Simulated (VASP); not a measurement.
Wanted: the native input for a VASP 6.6.1 run.

```yaml
Task: single point
Functional: LDA
Potentials_or_basis: VASP PAW LDA potentials, release 64 (Mo_sv, Pt)
Cutoff: 500 eV
k_mesh: 4 × 4 × 4
Occupations: methfessel-paxton, width 0.1 eV
Spin: no spin polarisation
Dipole_correction: no
Further_INCAR_settings: ALGO = Normal; EDIFF = 1e-06; NBANDS = 30
```

The structure of MoPt3 lies in POSCAR:

```
MoPt3
1.0
    3.9795210000      0.0000000000      0.0000000000
    0.0000000000      3.9795210000      0.0000000000
    0.0000000000      0.0000000000      3.9795210000
Mo Pt
1 3
Direct
    0.0000000000      0.0000000000      0.0000000000
    0.5000000000      0.5000000000      0.0000000000
    0.5000000000      0.0000000000      0.5000000000
    0.0000000000      0.5000000000      0.5000000000
```

One way to write it, as run:

INCAR

```
PREC = Accurate
ENCUT = 500
EDIFF = 1E-6
ISMEAR = 1
SIGMA = 0.1
LREAL = F
LASPH = T
NELM = 120
ALGO = Normal
ISIF = 2
LWAVE = F
LCHARG = T
LELF = T
LVHAR = T
NBANDS = 30
GGA_COMPAT = F
```

KPOINTS

```
Automatic mesh
0
Gamma
  4 4 4
```

Potentials or basis: VASP PAW LDA potentials, release 64 (Mo_sv, Pt).

Run with:

```sh
$ cat potpaw_LDA.64/Mo_sv/POTCAR potpaw_LDA.64/Pt/POTCAR > POTCAR
$ mpirun -np 1 vasp_std > vasp.out
```

Results of the run:

The pressure is -17.1 GPa. The band gap on the k mesh is zero (band 22 reaches 12.53 eV, above the bottom of band 23 at 11.00 eV).

Caveat: the k points lie up to 0.39 Å⁻¹ apart; spin-orbit coupling is left out, which moves the levels of the heavy elements.

Run time: 8.5 s on 1 thread of Intel(R) Xeon(R) 6975P-C (Granite Rapids) (shared host), peak memory 0.14 GiB.
